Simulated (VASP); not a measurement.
TlO2:

```
CELL_PARAMETERS angstrom
0.00000 3.54547 3.54547
3.54547 0.00000 3.54547
3.54547 3.54547 0.00000
ATOMIC_POSITIONS crystal
Tl 0.00000 0.00000 0.00000
Tl 0.25000 0.25000 0.25000
O 0.62500 0.62500 0.62500
O 0.12500 0.62500 0.62500
O 0.62500 0.62500 0.12500
O 0.62500 0.12500 0.62500
```

* Program: VASP 6.6.1
* Task: relaxation of cell and atoms
* Functional: PBE
* Potentials or basis: VASP PAW PBE potentials, release 64 (Tl_d, O)
* Cutoff: 600 eV
* k mesh: 4 × 4 × 4
* Occupations: gaussian, width 0.1 eV
* Spin: no spin polarisation

At the start: pressure -4.2 GPa; volume 14.86 Å³/atom.

Q: Where does the relaxation end?

A: Over 3 steps the energy falls by 16.1 meV/atom and the volume is 13.74 Å³/atom (-7.5 %); space group Fd-3m (No. 227, to 0.05 Å).

The path:
```csv
step,energy change (eV),largest force (eV/Å),pressure (GPa),volume (Å³)
1,0.0000,0.0000,-4.20,89.14
2,-0.0884,0.0000,-1.37,84.20
3,-0.0966,0.0000,-0.07,82.42
```

Final structure:
```cif
data_structure
_symmetry_space_group_name_H-M 'P 1'
_symmetry_Int_Tables_number 1
_cell_length_a 4.8848
_cell_length_b 4.8848
_cell_length_c 4.8848
_cell_angle_alpha 60.000
_cell_angle_beta 60.000
_cell_angle_gamma 60.000
_cell_volume 82.42
loop_
_atom_site_label
_atom_site_type_symbol
_atom_site_fract_x
_atom_site_fract_y
_atom_site_fract_z
_atom_site_occupancy
Tl1 Tl 0.00000 0.00000 0.00000 1
Tl2 Tl 0.25000 0.25000 0.25000 1
O1 O 0.62500 0.62500 0.62500 1
O2 O 0.12500 0.62500 0.62500 1
O3 O 0.62500 0.62500 0.12500 1
O4 O 0.62500 0.12500 0.62500 1
```

Caveat: the k points lie up to 0.39 Å⁻¹ apart in the final cell.
